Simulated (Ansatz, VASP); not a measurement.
# TaSi2 in VASP and in Ansatz

File INCAR:

```
  PREC = Accurate
  ENCUT = 520
  EDIFF = 1E-6
  ISMEAR = 0
  SIGMA = 0.1
  LREAL = False
  LASPH = True
  NELM = 60
  ALGO = Normal
  ISIF = 2
  LWAVE = False
  LCHARG = False
  GGA = PS
  NBANDS = 38
```

The input KPOINTS:

```
regular mesh
0
Gamma
  9 9 6
```

Contents of POSCAR:

```
TaSi2
1.0
    4.7608595400      0.0000000000      0.0000000000
   -2.3804297700      4.1230253055      0.0000000000
    0.0000000000      0.0000000000      6.5557841074
Ta Si
3 6
Direct
    0.0000000000      0.5000000000      0.5000000000
    0.5000000000      0.0000000000      0.8333333333
    0.5000000000      0.5000000000      0.1666666667
    0.6814649172      0.8407324586      0.5000000000
    0.8407324586      0.6814649172      0.8333333333
    0.1592675414      0.8407324586      0.1666666667
    0.3185350828      0.1592675414      0.5000000000
    0.1592675414      0.3185350828      0.8333333333
    0.8407324586      0.1592675414      0.1666666667
```

Input for Ansatz:

```yaml
crystal:
  lattice:
    - [4.7608595293, 0.0, 0.0]
    - [-2.3804297646, 4.1230252962, 0.0]
    - [0.0, 0.0, 6.5557841521]
  atoms:
    - { symbol: Ta, position: [0.0, 0.5, 0.5] }
    - { symbol: Ta, position: [0.5, 0.0, 0.8333333333] }
    - { symbol: Ta, position: [0.5, 0.5, 0.1666666667] }
    - { symbol: Si, position: [0.6814649125, 0.8407324562, 0.5] }
    - { symbol: Si, position: [0.8407324562, 0.6814649125, 0.8333333333] }
    - { symbol: Si, position: [0.1592675438, 0.8407324562, 0.1666666667] }
    - { symbol: Si, position: [0.3185350875, 0.1592675438, 0.5] }
    - { symbol: Si, position: [0.1592675438, 0.3185350875, 0.8333333333] }
    - { symbol: Si, position: [0.8407324562, 0.1592675438, 0.1666666667] }
basis:
  ecutwfc: 420
kpoints:
  mp_grid: { grid: [9, 9, 6] }
hamiltonian:
  xc: pbesol
scf:
  occupations: { method: gaussian, width: 0.1 }
output:
  forces: true
  stress: true
  eigenvalues: true
```

Alike in both runs: task single point; functional PBEsol; k mesh 9 × 9 × 6; occupations gaussian, width 0.1 eV; no spin polarisation.

|  | VASP | Ansatz |
| --- | --- | --- |
| version | VASP 6.6.1 | Ansatz 0.2.0 |
| potentials or method | VASP PAW PBE potentials, release 64 (Ta_pv, Si), cutoff 520 eV | scalar-relativistic, plane waves, PAW |
| valence electrons in the cell | 57 | 63 |

VASP gave:

```
gap on the k mesh at the Fermi level (eV)                     : none
pressure (GPa)                                                : 0.3
traceless stress, the component that is largest in VASP (GPa) : 0.13
```

**Question.** What did Ansatz give for the same quantities?

**Answer.** gap on the k mesh at the Fermi level (eV): none; pressure (GPa): 0.0; traceless stress, the component that is largest in VASP (GPa): 0.07.

VASP's potentials were made for PBE, not for PBEsol. A gap of «none» marks a metal or a gap that the smearing closes. VASP's potentials hold 57 valence electrons a cell and Ansatz's 63, so a difference there can come from the potentials and not from the codes.

Neither program's run includes spin-orbit coupling.
